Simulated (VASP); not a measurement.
# C (Fd-3m) in VASP: a series of runs, part 2 of 2

VASP 6.6.1.

## Step 3: G0W0 quasiparticle levels, LDA

File POSCAR:

```
C
1.0
    0.0000000000      1.7801241411      1.7801241411
    1.7801241411      0.0000000000      1.7801241411
    1.7801241411      1.7801241411      0.0000000000
C
2
Direct
    0.0000000000      0.0000000000      0.0000000000
    0.2500000000      0.2500000000      0.2500000000
```

File INCAR.step1:

```
SYSTEM = C
ALGO     = Normal         ! electronic algorithm
EDIFF    = 1E-8           ! SCF threshold, eV
ENCUT    = 500            ! plane-wave cutoff, eV
ISMEAR   = 0              ! smearing method
LASPH    = .True.         ! aspherical terms in the spheres
LCHARG   = .False.        ! write CHGCAR
LREAL    = .False.        ! projectors in reciprocal space
LWAVE    = .True.         ! write WAVECAR
NELM     = 100            ! most SCF steps
PREC     = Accurate       ! precision mode
SIGMA    = 0.01           ! smearing width, eV
```

File INCAR.step2:

```
SYSTEM = C
ALGO     = Exact          ! electronic algorithm
EDIFF    = 1E-8           ! SCF threshold, eV
ENCUT    = 500            ! plane-wave cutoff, eV
ISMEAR   = 0              ! smearing method
ISTART   = 1            
LASPH    = .True.         ! aspherical terms in the spheres
LCHARG   = .False.        ! write CHGCAR
LOPTICS  = .True.         ! frequency-dependent dielectric function
LREAL    = .False.        ! projectors in reciprocal space
LWAVE    = .True.         ! write WAVECAR
NBANDS   = 64             ! bands
NELM     = 1              ! most SCF steps
PREC     = Accurate       ! precision mode
SIGMA    = 0.01           ! smearing width, eV
```

File INCAR.step3:

```
SYSTEM = C
ALGO     = EVGW0          ! electronic algorithm
EDIFF    = 1E-8           ! SCF threshold, eV
ENCUT    = 500            ! plane-wave cutoff, eV
ENCUTGW  = 80.0           ! cutoff of the response function
ISMEAR   = 0              ! smearing method
ISTART   = 1            
LASPH    = .True.         ! aspherical terms in the spheres
LCHARG   = .False.        ! write CHGCAR
LREAL    = .False.        ! projectors in reciprocal space
LWAVE    = .False.        ! write WAVECAR
NBANDS   = 64             ! bands
NBANDSGW = 12           
NELMGW   = 1            
NOMEGA   = 48             ! frequency points
PREC     = Accurate       ! precision mode
PRECFOCK = Fast         
SIGMA    = 0.01           ! smearing width, eV
```

File KPOINTS:

```
k-points
0
Gamma
  4 4 4
  0 0 0
```

Potentials or basis: VASP PAW LDA potentials, release 64 (C_GW).

Launch:

```
$ cat potpaw_LDA.64/C_GW/POTCAR > POTCAR
$ cp INCAR.step1 INCAR
$ mpirun -np 1 vasp_std > vasp.out
$ cp INCAR.step2 INCAR
$ mpirun -np 1 vasp_std > vasp.out
$ cp INCAR.step3 INCAR
$ mpirun -np 1 vasp_std > vasp.out
```

OUTCAR:

```text
SYSTEM = C
   EDIFF = 1E-8
   ENCUT = 500
   ENCUTGW = 80.0
   ISMEAR = 0
   ISTART = 1
   LASPH = .True.
   LREAL = .False.
   NELMGW = 1
   PREC = Accurate
   PRECFOCK = Fast

 ion  position               nearest neighbor table
   1  0.000  0.000  0.000-   2 1.54   2 1.54   2 1.54   2 1.54
   2  0.250  0.250  0.250-   1 1.54   1 1.54   1 1.54   1 1.54

  LATTYP: Found a face centered cubic cell.
 ALAT       =     3.5602482822

  Lattice vectors:

 A1 = (   0.0000000000,   1.7801241411,   1.7801241411)
 A2 = (   1.7801241411,   0.0000000000,   1.7801241411)
 A3 = (   1.7801241411,   1.7801241411,   0.0000000000)

Analysis of symmetry for initial positions (statically):
=====================================================================
 Subroutine PRICEL returns:
 Original cell was already a primitive cell.

 Routine SETGRP: Setting up the symmetry group for a
 face centered cubic supercell.

 Subroutine GETGRP returns: Found 48 space group operations
 (whereof 24 operations were pure point group operations)
 out of a pool of 48 trial point group operations.

The static configuration has the point symmetry T_d .
 The point group associated with its full space group is O_h .

Analysis of symmetry for dynamics (positions and initial velocities):
=====================================================================
 Subroutine PRICEL returns:
 Original cell was already a primitive cell.

 Routine SETGRP: Setting up the symmetry group for a
 face centered cubic supercell.

 Subroutine GETGRP returns: Found 48 space group operations
 (whereof 24 operations were pure point group operations)
 out of a pool of 48 trial point group operations.

The dynamic configuration has the point symmetry T_d .
 The point group associated with its full space group is O_h .

 Subroutine INISYM returns: Found 48 space group operations
 (whereof 24 operations are pure point group operations),
 and found     1 'primitive' translations

----------------------------------------------------------------------------------------

                                     Primitive cell

  volume of cell :      11.2819

  direct lattice vectors                    reciprocal lattice vectors
     0.000000000  1.780124141  1.780124141    -0.280879287  0.280879287  0.280879287
     1.780124141  0.000000000  1.780124141     0.280879287 -0.280879287  0.280879287
     1.780124141  1.780124141  0.000000000     0.280879287  0.280879287 -0.280879287

  length of vectors
     2.517475703  2.517475703  2.517475703     0.486497196  0.486497196  0.486497196

  position of ions in fractional coordinates (direct lattice)
     0.000000000  0.000000000  0.000000000
     0.250000000  0.250000000  0.250000000

  ion indices of the primitive-cell ions
   primitive index   ion index
                 1           1
                 2           2

----------------------------------------------------------------------------------------

 KPOINTS: k-points
[... 24 lines left out ...]
            Coordinates               Weight
  0.000000  0.000000  0.000000      1.000000
  0.250000  0.000000  0.000000      8.000000
  0.500000  0.000000  0.000000      4.000000
  0.250000  0.250000  0.000000      6.000000
  0.500000  0.250000  0.000000     24.000000
 -0.250000  0.250000  0.000000     12.000000
  0.500000  0.500000  0.000000      3.000000
 -0.250000  0.500000  0.250000      6.000000
   k-points           NKPTS =      8   k-points in BZ     NKDIM =     64   number of bands    NBANDS=     64
   number of dos      NEDOS =    301   number of ions     NIONS =      2
   total plane-waves  NPLWV =   5832
   dimension x,y,z NGX =    18 NGY =   18 NGZ =   18
   dimension x,y,z NGXF=    36 NGYF=   36 NGZF=   36
   ions per type =               2
   NGX,Y,Z   is equivalent  to a cutoff of  11.89, 11.89, 11.89 a.u.
   NGXF,Y,Z  is equivalent  to a cutoff of  23.77, 23.77, 23.77 a.u.
 SYSTEM =  C
   PREC   = accura    normal or accurate (medium, high low for compatibility)
   ISTART =      1    job   : 0-new  1-cont  2-samecut
   ICHARG =      0    charge: 1-file 2-atom 10-const
   ISPIN  =      1    spin polarized calculation?
   LNONCOLLINEAR =      F non collinear calculations
   LSORBIT =      F    spin-orbit coupling
   LASPH  =      T    aspherical Exc in radial PAW
   ENCUT  =  500.0 eV  36.75 Ry    6.06 a.u.   4.59  4.59  4.59*2*pi/ulx,y,z
   NELM   =     60;   NELMIN=  2; NELMDL=  0     # of ELM steps
   EDIFF  = 0.1E-07   stopping-criterion for ELM
   LREAL  =      F    real-space projection
   EDIFFG = 0.1E-06   stopping-criterion for IOM
   NSW    =      0    number of steps for IOM
   IBRION =     -1    ionic relax: 0-MD 1-quasi-New 2-CG
   NFREE  =      0    steps in history (QN), initial steepest desc. (CG)
   ISIF   =      0    stress and relaxation
   ISYM   =      3    0-nonsym 1-usesym 2-fastsym
   POTIM  = 0.5000    time-step for ionic-motion
   TEBEG  =    0.0;   TEEND  =   0.0 temperature during run
   PSTRESS=    0.0 pullay stress
   NELECT =       8.0000    total number of electrons
   NUPDOWN=      -1.0000    fix difference up-down
   EMIN   =  10.00;   EMAX   =-10.00  energy-range for DOS
   EFERMI =   0.00;   METHOD = LEGACY
   ISMEAR =     0;   SIGMA  =   0.01  broadening in eV -4-tet -1-fermi 0-gaus
   EFERMI_NEDOS =   21; number of points for ismear=-14 and -15
   IALGO  =     38    algorithm
   IMIX   =      4    mixing-type and parameters
     AMIX     =   0.40;   BMIX     =  1.00
     AMIX_MAG =   1.60;   BMIX_MAG =  1.00
  volume/ion in A,a.u.               =       5.64        38.07
  Fermi-wavevector in a.u.,A,eV,Ry     =   1.459860  2.758735 28.996616  2.131191
  Thomas-Fermi vector in A             =   2.576377
   LORBIT       =      0    0 simple, 1 ext, 2 COOP (PROOUT), +10 PAW based schemes
   GGA     = CA    functional components
   LHFCALC =     T    Hartree Fock is set to
   PRECFOCK=fast      Normal, Fast or Accurate (Low or Medium for compatibility)
   ENCUT4O =  -1.0   cutoff for four orbital integrals eV
   NKREDX  =     1    reduce k-point grid by
   NKREDY  =     1    reduce k-point grid by
   NKREDZ  =     1    reduce k-point grid by
   AEXX    =    1.0000 exact exchange contribution
   HFSCREEN=    0.0000 screening length (either q_TF or 0.3 A-1)
   HFSCREENC=   0.0000 screening length for correlation (either q_TF or 0.3 A-1)
   ENCUTFOCK=  -1.0 apply spherical cutoff to Coloumb kernel
   IVDW    =     0    specifies the selected vdW correction
   LEPSILON=     F    determine dielectric tensor
   LRPA    =     F    only Hartree local field effects (RPA)
   LRPAFORCE           =     F    calculate RPA forces
   ENCUTGW             =  80.0    cutoff for response function in eV
   ENCUTGWSOFT         =  64.0    soft cutoff for Coulomb kernel in GW response function in eV
   ENCUTLF             =  -1.0    cutoff for local field effects
   NELMGW              =     1    number of iterations in solving QP/BSE equation
   NELMHF              =     1    number of iterations in the inner HF iteration
   NKREDLFX            =     1    NKREDLFY  =   1   NKREDLFZ  =   1
 non-spin polarized calculation
 Gauss-broadening in eV      SIGMA  =   0.01
  energy-cutoff  :      500.00
  volume of cell :       11.28
 maximum number of plane-waves:       302
  NGX = 12; NGY = 12; NGZ = 12
   NGX =  9   NGY =  9   NGZ =  9
 maximum number of plane-waves:        22
 NGX is ok and might be reduce to    10

 QP shifts <psi_nk| G(iteration)W_0 |psi_nk>: iteration 1
 for sc-GW calculations column KS-energies equals QP-energies in previous step
 and V_xc(KS)=  KS-energies - (<T + V_ion + V_H > + <T+V_H+V_ion>^1  + <V_x>^1)

 k-point   1 :       0.0000    0.0000    0.0000
  band No.  KS-energies  QP-energies   sigma(KS)   V_xc(KS)     V^pw_x(r,r')   Z            occupation Imag(sigma)

      1     -11.5305     -12.7680     -16.4045     -14.7890     -25.3381       0.7660       2.0000       1.4768
      2       9.8710       9.9264     -16.9455     -17.0126     -19.4911       0.8255       2.0000       0.1004
      3       9.8710       9.9264     -16.9455     -17.0126     -19.4911       0.8255       2.0000       0.1004
      4       9.8710       9.9264     -16.9455     -17.0126     -19.4911       0.8255       2.0000       0.1004
      5      15.4234      16.9380     -13.9545     -15.7990      -9.1179       0.8212       0.0000      -0.1107
      6      15.4234      16.9380     -13.9545     -15.7990      -9.1179       0.8212       0.0000      -0.1107
      7      15.4234      16.9380     -13.9545     -15.7990      -9.1179       0.8212       0.0000      -0.1107
      8      23.5497      24.7524     -14.7216     -16.2614      -7.5610       0.7811       0.0000      -0.2719
      9      28.9255      29.6747     -11.5256     -12.4520      -4.3593       0.8087       0.0000      -0.4224
     10      36.5392      37.6578     -12.6112     -13.9711      -5.8590       0.8226       0.0000      -0.5861
     11      36.5392      37.6578     -12.6112     -13.9711      -5.8590       0.8226       0.0000      -0.5861
     12      37.1954      37.9955     -11.0240     -11.9984      -3.2621       0.8212       0.0000      -1.0087
[... 100 lines left out ...]
      1      -1.9414      -2.8828     -17.1610     -15.9351     -23.4212       0.7680       2.0000       0.4179
      2      -1.9414      -2.8828     -17.1610     -15.9351     -23.4212       0.7680       2.0000       0.4179
      3       1.4515       0.8845     -15.8213     -15.1046     -20.1382       0.7911       2.0000       0.2090
      4       1.4515       0.8845     -15.8213     -15.1046     -20.1382       0.7911       2.0000       0.2090
      5      20.3273      21.7447     -12.8337     -14.5717      -7.0182       0.8156       0.0000      -0.1621
      6      20.3273      21.7447     -12.8337     -14.5717      -7.0182       0.8156       0.0000      -0.1621
      7      22.2733      23.9376     -14.2250     -16.3281      -7.5421       0.7913       0.0000      -0.2315
      8      22.2733      23.9376     -14.2250     -16.3281      -7.5421       0.7913       0.0000      -0.2315
      9      31.0002      32.8768     -13.5283     -15.9357      -5.6263       0.7795       0.0000      -0.5574
     10      31.0002      32.8768     -13.5283     -15.9357      -5.6263       0.7795       0.0000      -0.5574
     11      40.1508      41.4986     -12.1718     -13.8491      -4.1887       0.8036       0.0000      -1.0470
     12      40.1508      41.4986     -12.1718     -13.8491      -4.1887       0.8036       0.0000      -1.0470
```

Wall time 18 s (1 thread of Intel Xeon 8259CL, shared host); peak memory 0.13 GiB.

What came out:

| Item | Value |
| --- | --- |
| Band gap on the k mesh, mean-field level | 4.42 eV, indirect (least direct gap 5.55 eV) |
| Quasiparticle gap | 5.49 eV |
| Least direct quasiparticle gap | 7.01 eV |

Levels at points of the mesh, in eV from the valence-band top:
| k point | band 2 | band 3 | band 4 | band 5 | band 6 | band 7 |
| --- | --- | --- | --- | --- | --- | --- |
| (0.00, 0.00, 0.00) | 0.00 | 0.00 | 0.00 | 5.55 | 5.55 | 5.55 |
| (0.50, 0.00, 0.00) | -13.44 | -2.81 | -2.81 | 8.40 | 8.40 | 9.08 |
| (0.50, 0.50, 0.00) | -12.66 | -6.33 | -6.33 | 4.70 | 4.70 | 16.72 |

Caveat: the k points lie up to 0.76 Å⁻¹ apart; bands, screening cutoff and mesh are small and nothing is extrapolated, so the quasiparticle values aren't converged. A k mesh can miss the band edges.

## Step 4: G0W0 quasiparticle levels, LDA

POSCAR is that of step 3.

File INCAR.step1:

```
ALGO = Normal
EDIFF = 1E-8
ENCUT = 500
GGA = CA
ISMEAR = 0
LASPH = T
LCHARG = F
LREAL = F
LWAVE = T
NELM = 100
PREC = Accurate
SIGMA = 0.01
```

File INCAR.step2:

```
ALGO = Exact
EDIFF = 1E-8
ENCUT = 500
GGA = CA
ISMEAR = 0
ISTART = 1
LASPH = T
LCHARG = F
LOPTICS = T
LREAL = F
LWAVE = T
NBANDS = 124
NELM = 1
PREC = Accurate
SIGMA = 0.01
```

File INCAR.step3:

```
ALGO = EVGW0
EDIFF = 1E-8
ENCUT = 500
ENCUTGW = 150.0
GGA = CA
ISMEAR = 0
ISTART = 1
LASPH = T
LCHARG = F
LREAL = F
LWAVE = F
NBANDS = 124
NBANDSGW = 12
NELMGW = 1
NOMEGA = 48
PREC = Accurate
PRECFOCK = Fast
SIGMA = 0.01
```

File KPOINTS:

```
k-points
0
Gamma
  4 4 4
```

Potentials or basis: VASP PAW LDA potentials, release 64 (C_GW).

Launch:

```
$ cat potpaw_LDA.64/C_GW/POTCAR > POTCAR
$ cp INCAR.step1 INCAR
$ mpirun -np 1 vasp_std > vasp.out
$ cp INCAR.step2 INCAR
$ mpirun -np 1 vasp_std > vasp.out
$ cp INCAR.step3 INCAR
$ mpirun -np 1 vasp_std > vasp.out
```

OUTCAR:

```text
EDIFF = 1E-8
   ENCUT = 500
   ENCUTGW = 150.0
   GGA = CA
   ISMEAR = 0
   ISTART = 1
   LASPH = T
   LREAL = F
   NELMGW = 1
   PREC = Accurate
   PRECFOCK = Fast

 ion  position               nearest neighbor table
   1  0.000  0.000  0.000-   2 1.54   2 1.54   2 1.54   2 1.54
   2  0.250  0.250  0.250-   1 1.54   1 1.54   1 1.54   1 1.54
[... 185 lines left out ...]
      2       9.8710       9.4192     -17.5613     -17.0126     -19.4911       0.8233       2.0000       0.0986
      3       9.8710       9.4192     -17.5613     -17.0126     -19.4911       0.8233       2.0000       0.0986
      4       9.8710       9.4192     -17.5613     -17.0126     -19.4911       0.8233       2.0000       0.0986
      5      15.4234      16.6389     -14.3109     -15.7990      -9.1179       0.8168       0.0000      -0.1017
      6      15.4234      16.6389     -14.3109     -15.7990      -9.1179       0.8168       0.0000      -0.1017
      7      15.4234      16.6389     -14.3109     -15.7990      -9.1179       0.8168       0.0000      -0.1017
      8      23.5497      24.3854     -15.1755     -16.2614      -7.5610       0.7697       0.0000      -0.2751
      9      28.9255      29.5403     -11.6879     -12.4520      -4.3593       0.8046       0.0000      -0.4013
     10      36.5392      37.4569     -12.8520     -13.9711      -5.8590       0.8200       0.0000      -0.5834
     11      36.5392      37.4569     -12.8520     -13.9711      -5.8590       0.8200       0.0000      -0.5834
     12      37.1954      37.9863     -11.0405     -11.9984      -3.2621       0.8256       0.0000      -1.0193
[... 100 lines left out ...]
      1      -1.9414      -3.3116     -17.7230     -15.9351     -23.4212       0.7664       2.0000       0.4095
      2      -1.9414      -3.3116     -17.7230     -15.9351     -23.4212       0.7664       2.0000       0.4095
      3       1.4515       0.5365     -16.2617     -15.1046     -20.1382       0.7908       2.0000       0.1956
      4       1.4515       0.5365     -16.2617     -15.1046     -20.1382       0.7908       2.0000       0.1956
      5      20.3273      21.4799     -13.1521     -14.5717      -7.0182       0.8119       0.0000      -0.1521
      6      20.3273      21.4799     -13.1521     -14.5717      -7.0182       0.8119       0.0000      -0.1521
      7      22.2733      23.5577     -14.6924     -16.3281      -7.5421       0.7853       0.0000      -0.2238
      8      22.2733      23.5577     -14.6924     -16.3281      -7.5421       0.7853       0.0000      -0.2238
      9      31.0002      32.4796     -14.0252     -15.9357      -5.6263       0.7743       0.0000      -0.5544
     10      31.0002      32.4796     -14.0252     -15.9357      -5.6263       0.7743       0.0000      -0.5544
     11      40.1508      41.2494     -12.4761     -13.8491      -4.1887       0.8002       0.0000      -1.0130
     12      40.1508      41.2494     -12.4761     -13.8491      -4.1887       0.8002       0.0000      -1.0130
```

OUTCAR.step1:

```text
EDIFF = 1E-8
   ENCUT = 500
   GGA = CA
   ISMEAR = 0
   LASPH = T
[... 291 lines left out ...]
 -----------------------------------------------------------------------------------
      0.00000      0.00000      0.00000         0.000000      0.000000      0.000000
      0.89006      0.89006      0.89006        -0.000000     -0.000000     -0.000000
 -----------------------------------------------------------------------------------
    total drift:                               -0.000000     -0.000000     -0.000000

  FREE ENERGIE OF THE ION-ELECTRON SYSTEM (eV)
  ---------------------------------------------------
  free  energy   TOTEN  =       -20.1359109920 eV

  energy  without entropy=      -20.1359109920  energy(sigma->0) =      -20.13591099
```

It took 43 s on 1 thread of Intel Xeon 8259CL, shared host; peak memory 0.16 GiB.

What came out:

| Property | Result |
| --- | --- |
| Band gap on the k mesh, mean-field level | 4.42 eV, indirect (least direct gap 5.55 eV) |
| Quasiparticle gap | 5.75 eV |
| Least direct quasiparticle gap | 7.22 eV |

Caveat: the k points lie up to 0.76 Å⁻¹ apart; bands, screening cutoff and mesh are small and nothing is extrapolated, so the quasiparticle values aren't converged.
